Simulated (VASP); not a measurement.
# SrTiO3 (P2/m) in VASP: a series of runs

Runs on SrTiO3. Level: r2SCAN+U. Tasks: single point.

All numbers are computed with VASP 6.6.1; they aren't measurements. Logs are shortened: lines on timing, memory, paths and dates and some standing lists are left out, and cuts for length are marked.

### Step 1. The cell of the first run

The typed cell holds 5 atoms: a = 3.918 Å, b = 3.918 Å, c = 3.922 Å, α = 90.00°, β = 87.42°, γ = 90.00°.

### Step 2. Single point, r2SCAN+U (shear of c along a, cell held: +4.5 %)

POSCAR

```
SrTiO3
1.0
    3.9177112476      0.0000000000      0.0000000000
    0.0000000000      3.9177112476      0.0000000000
    0.1762970061      0.0000000000      3.9177112476
Sr Ti O
1 1 3
Direct
    0.0000000000      0.0000000000      0.0000000000
    0.5000000000      0.5000000000      0.5000000000
    0.5000000000      0.0000000000      0.5000000000
    0.5000000000      0.5000000000      0.0000000000
    0.0000000000      0.5000000000      0.5000000000
```

INCAR.step1

```
PREC = Accurate ; ENCUT = 520
ISMEAR = 0 ; SIGMA = 0.02
LREAL = False ; LASPH = True
NELM = 150 ; LMAXMIX = 4
LDAU = True ; LDAUTYPE = 2
LDAUL = -1 2 -1 ; LDAUU = 0 4 0
LDAUJ = 0 0 0 ; NBANDS = 28
GGA = PE ; ALGO = Normal
EDIFF = 1E-4 ; LWAVE = True
LCHARG = False
```

INCAR.step2

```
PREC = Accurate ; ENCUT = 520
EDIFF = 1E-7 ; ISMEAR = 0
SIGMA = 0.02 ; LREAL = False
LASPH = True ; NELM = 150
ALGO = Normal ; ISIF = 2
LWAVE = False ; LCHARG = False
LMAXMIX = 4 ; LDAU = True
LDAUTYPE = 2 ; LDAUL = -1 2 -1
LDAUU = 0 4 0 ; LDAUJ = 0 0 0
LDAUPRINT = 1 ; METAGGA = R2SCAN
LMIXTAU = True ; NBANDS = 28
ISTART = 1
```

KPOINTS

```
regular mesh
0
Gamma
  6 6 6
```

Potentials or basis: VASP PAW PBE potentials, release 64 (Sr_sv, Ti_sv, O).

The run is started by

```
> cat potpaw_PBE.64/Sr_sv/POTCAR potpaw_PBE.64/Ti_sv/POTCAR potpaw_PBE.64/O/POTCAR > POTCAR
> cp INCAR.step1 INCAR
> mpirun -np 1 vasp_std > vasp.out
> cp INCAR.step2 INCAR
> mpirun -np 1 vasp_std > vasp.out
```

OUTCAR:

```text
PREC = Accurate
   ENCUT = 520
   EDIFF = 1E-7
   ISMEAR = 0
   LREAL = False
   LASPH = True
   NELM = 150
   ISIF = 2
   METAGGA = R2SCAN
   ISTART = 1

 ion  position               nearest neighbor table
   1  0.000  0.000  0.000-   3 2.71   3 2.71   4 2.77   4 2.77   4 2.77   4 2.77   5 2.77   5 2.77
                             5 2.77   5 2.77   3 2.83   3 2.83   2 3.34   2 3.34   2 3.34   2 3.34
   2  0.500  0.500  0.500-   3 1.96   5 1.96   3 1.96   5 1.96   4 1.96   4 1.96   1 3.34   1 3.34
                             1 3.34   1 3.34   1 3.44   1 3.44   1 3.44   1 3.44
   3  0.500  0.000  0.500-   2 1.96   2 1.96   1 2.71   1 2.71   1 2.83   1 2.83
   4  0.500  0.500  0.000-   2 1.96   2 1.96   1 2.77   1 2.77   1 2.77   1 2.77
   5  0.000  0.500  0.500-   2 1.96   2 1.96   1 2.77   1 2.77   1 2.77   1 2.77

  LATTYP: Found a simple monoclinic cell.
 ALAT       =     3.9177112476
 B/A-ratio  =     1.0000000000
 C/A-ratio  =     1.0010119879
 COS(beta)  =    -0.0449545066

  Lattice vectors:

 A1 = (   3.9177112476,   0.0000000000,   0.0000000000)
 A2 = (   0.0000000000,  -3.9177112476,   0.0000000000)
 A3 = (  -0.1762970061,   0.0000000000,  -3.9177112476)

Analysis of symmetry for initial positions (statically):
=====================================================================
 Subroutine PRICEL returns:
 Original cell was already a primitive cell.

 Routine SETGRP: Setting up the symmetry group for a
 simple monoclinic supercell.

 Subroutine GETGRP returns: Found  4 space group operations
 (whereof  4 operations were pure point group operations)
 out of a pool of  4 trial point group operations.

The static configuration has the point symmetry C_2h.

Analysis of symmetry for dynamics (positions and initial velocities):
=====================================================================
 Subroutine PRICEL returns:
 Original cell was already a primitive cell.

 Routine SETGRP: Setting up the symmetry group for a
 simple monoclinic supercell.

[... 163 lines left out ...]
  0.0000  0.0000 -0.0001 -0.0003  0.2491

spin component  2

  0.0948 -0.0004  0.0000  0.0000  0.0000
 -0.0004  0.0946  0.0000  0.0000  0.0000
  0.0000  0.0000  0.2481  0.0078 -0.0001
  0.0000  0.0000  0.0078  0.0952 -0.0003
  0.0000  0.0000 -0.0001 -0.0003  0.2491

 occupancies and eigenvectors

  o =  0.0943  v = -0.6177 -0.7864  0.0000  0.0000  0.0000  0.0000  0.0000  0.0000  0.0000  0.0000      0.0000  0.0000  0.0000  0.0000  0.0000  0.0000  0.0000  0.0000  0.0000  0.0000
  o =  0.0943  v =  0.0000  0.0000  0.0000  0.0000  0.0000 -0.6177 -0.7864  0.0000  0.0000  0.0000      0.0000  0.0000  0.0000  0.0000  0.0000  0.0000  0.0000  0.0000  0.0000  0.0000
  o =  0.0948  v =  0.0000  0.0000 -0.0506  0.9987  0.0020  0.0000  0.0000  0.0000  0.0000  0.0000      0.0000  0.0000  0.0000  0.0000  0.0000  0.0000  0.0000  0.0000  0.0000  0.0000
  o =  0.0948  v =  0.0000  0.0000  0.0000  0.0000  0.0000  0.0000  0.0000 -0.0506  0.9987  0.0020      0.0000  0.0000  0.0000  0.0000  0.0000  0.0000  0.0000  0.0000  0.0000  0.0000
  o =  0.0951  v =  0.0000  0.0000  0.0000  0.0000  0.0000 -0.7864  0.6177  0.0000  0.0000  0.0000      0.0000  0.0000  0.0000  0.0000  0.0000  0.0000  0.0000  0.0000  0.0000  0.0000
  o =  0.0951  v = -0.7864  0.6177  0.0000  0.0000  0.0000  0.0000  0.0000  0.0000  0.0000  0.0000      0.0000  0.0000  0.0000  0.0000  0.0000  0.0000  0.0000  0.0000  0.0000  0.0000
  o =  0.2484  v =  0.0000  0.0000  0.9898  0.0499  0.1332  0.0000  0.0000  0.0000  0.0000  0.0000      0.0000  0.0000  0.0000  0.0000  0.0000  0.0000  0.0000  0.0000  0.0000  0.0000
  o =  0.2484  v =  0.0000  0.0000  0.0000  0.0000  0.0000  0.0000  0.0000  0.9898  0.0499  0.1332      0.0000  0.0000  0.0000  0.0000  0.0000  0.0000  0.0000  0.0000  0.0000  0.0000
  o =  0.2491  v =  0.0000  0.0000  0.0000  0.0000  0.0000  0.0000  0.0000 -0.1330 -0.0087  0.9911      0.0000  0.0000  0.0000  0.0000  0.0000  0.0000  0.0000  0.0000  0.0000  0.0000
  o =  0.2491  v =  0.0000  0.0000 -0.1330 -0.0087  0.9911  0.0000  0.0000  0.0000  0.0000  0.0000      0.0000  0.0000  0.0000  0.0000  0.0000  0.0000  0.0000  0.0000  0.0000  0.0000

 number of electron      40.0000002 magnetization

 Free energy of the ion-electron system (eV)
  ---------------------------------------------------
  ext. energy  EPLUGINS =         0.00000000
  ---------------------------------------------------
  free energy    TOTEN  =       -60.65460648 eV

  energy without entropy =      -60.65460648  energy(sigma->0) =      -60.65460648

 E-fermi :   4.0504     XC(G=0): -11.8840

 val. band max:        3.9330050534   @ k =   0.5000   0.5000   0.5000
 cond. band min:       6.6428608266   @ k =   0.0000   0.0000   0.0000
 fundamental gap:      2.7098557732
 Fermi energy:         4.0504319099

 k-point     1 :       0.0000    0.0000    0.0000
  band No.  band energies     occupation
      1     -55.8268      2.00000
      2     -30.9864      2.00000
      3     -30.9677      2.00000
      4     -30.9449      2.00000
      5     -29.9969      2.00000
      6     -14.5420      2.00000
[... 733 lines left out ...]
     27      11.0488      0.00000
     28      12.0635      0.00000

 [... further k-points ...]

------------------------ aborting loop because EDIFF is reached ----------------------------------------

  FORCE on cell =-STRESS in cart. coord.  units (eV):
  Direction    XX          YY          ZZ          XY          YZ          ZX
  --------------------------------------------------------------------------------------
  -------------------------------------------------------------------------------------
  Total        1.1849698      1.2252622      1.2695956      0.0000000      0.0000000     -2.0594374
  in kB       31.5733451     32.6469311     33.8281870      0.0000000      0.0000000    -54.8734051
  external PRESSURE =      32.6828211 kB  Pullay stress =       0.0000000 kB

 VOLUME and BASIS-vectors are now :
 -----------------------------------------------------------------------------
  energy-cutoff  :      520.00
  volume of cell :       60.13
      direct lattice vectors                 reciprocal lattice vectors
     3.917711248  0.000000000  0.000000000     0.255251073  0.000000000 -0.011486298
     0.000000000  3.917711248  0.000000000     0.000000000  0.255251073  0.000000000
     0.176297006  0.000000000  3.917711248     0.000000000  0.000000000  0.255251073

 POSITION                                       TOTAL-FORCE (eV/Angst)
 -----------------------------------------------------------------------------------
      0.00000      0.00000      0.00000         0.000000      0.000000      0.000000
      2.04700      1.95886      1.95886        -0.000000      0.000000      0.000000
      2.04700      0.00000      1.95886         0.000000      0.000000      0.000000
      1.95886      1.95886      0.00000        -0.000000      0.000000      0.000000
      0.08815      1.95886      1.95886         0.000000      0.000000      0.000000
 -----------------------------------------------------------------------------------
    total drift:                                0.000000      0.000000     -0.000000

  FREE ENERGIE OF THE ION-ELECTRON SYSTEM (eV)
  ---------------------------------------------------
  free  energy   TOTEN  =       -60.6546064788 eV

  energy  without entropy=      -60.6546064788  energy(sigma->0) =      -60.65460648
```

OSZICAR.step1:

```text
N       E                     dE             d eps       ncg     rms          rms(c)
DAV:   1     0.435543134404E+03    0.43554E+03   -0.21318E+04  4480   0.159E+03
DAV:   2    -0.297752734539E+01   -0.43852E+03   -0.41868E+03  5116   0.440E+02
DAV:   3    -0.464885587082E+02   -0.43511E+02   -0.43209E+02  6196   0.135E+02
DAV:   4    -0.485553139656E+02   -0.20668E+01   -0.20625E+01  6884   0.251E+01
DAV:   5    -0.486087507171E+02   -0.53437E-01   -0.53427E-01  6292   0.329E+00    0.267E+01
DAV:   6    -0.370908331726E+02    0.11518E+02   -0.54275E+01  6580   0.655E+01    0.147E+01
DAV:   7    -0.373223331964E+02   -0.23150E+00   -0.58706E+00  5824   0.145E+01    0.102E+01
DAV:   8    -0.374064333166E+02   -0.84100E-01   -0.16172E+00  5500   0.114E+01    0.352E+00
DAV:   9    -0.373257597275E+02    0.80674E-01   -0.26067E-01  5328   0.526E+00    0.106E+00
DAV:  10    -0.373236636751E+02    0.20961E-02   -0.12495E-01  5308   0.216E+00    0.625E-01
DAV:  11    -0.373190800473E+02    0.45836E-02   -0.26283E-02  6388   0.140E+00    0.192E-01
DAV:  12    -0.373188877667E+02    0.19228E-03   -0.16010E-03  5200   0.422E-01    0.992E-02
DAV:  13    -0.373189117553E+02   -0.23989E-04   -0.16288E-04  4484   0.105E-01
   1 F= -.37318912E+02 E0= -.37318912E+02  d E =-.329371E-95
```

Wall time 4.7 min (1 thread of Intel Xeon 6975P-C (Granite Rapids), shared host); peak memory 0.26 GiB.

What came out:

- Free energy: -60.6546 eV
- Pressure: 3.3 GPa
- Band gap on the k mesh: 2.71 eV, indirect (least direct gap 3.04 eV)

Levels at points of the mesh, in eV from the valence-band top:
| k point | band 18 | band 19 | band 20 | band 21 | band 22 | band 23 |
| --- | --- | --- | --- | --- | --- | --- |
| (0.00, 0.00, 0.00) | -0.57 | -0.48 | -0.33 | 2.71 | 2.78 | 2.88 |
| (0.50, 0.00, 0.00) | -2.03 | -0.87 | -0.87 | 2.99 | 4.53 | 4.63 |
| (0.00, 0.50, 0.00) | -2.01 | -1.08 | -0.63 | 2.99 | 4.56 | 4.59 |
| (0.50, 0.50, 0.00) | -1.64 | -1.63 | -0.12 | 4.63 | 4.64 | 5.15 |
| (0.00, 0.00, 0.50) | -2.03 | -0.87 | -0.87 | 2.99 | 4.53 | 4.62 |
| (0.50, 0.00, 0.50) | -1.68 | -1.63 | -0.09 | 4.58 | 4.70 | 5.13 |
| (0.00, 0.50, 0.50) | -1.65 | -1.64 | -0.12 | 4.62 | 4.64 | 5.14 |
| (0.50, 0.50, 0.50) | -0.06 | 0.00 | 0.00 | 5.30 | 5.34 | 5.40 |

Eigenvalues of the final occupation matrices:
```tsv
site	spin	trace	eigenvalues
site 2 d	1	0.78	0.09 0.09 0.10 0.25 0.25
site 2 d	2	0.78	0.09 0.09 0.10 0.25 0.25
```

Caveat: the cell differs from its parent crystal (shear of c along a, cell held: +4.5 %); the PAW data sets were made with another functional, which shifts forces and pressure a little.

(Part 1 of 3 ends here.)
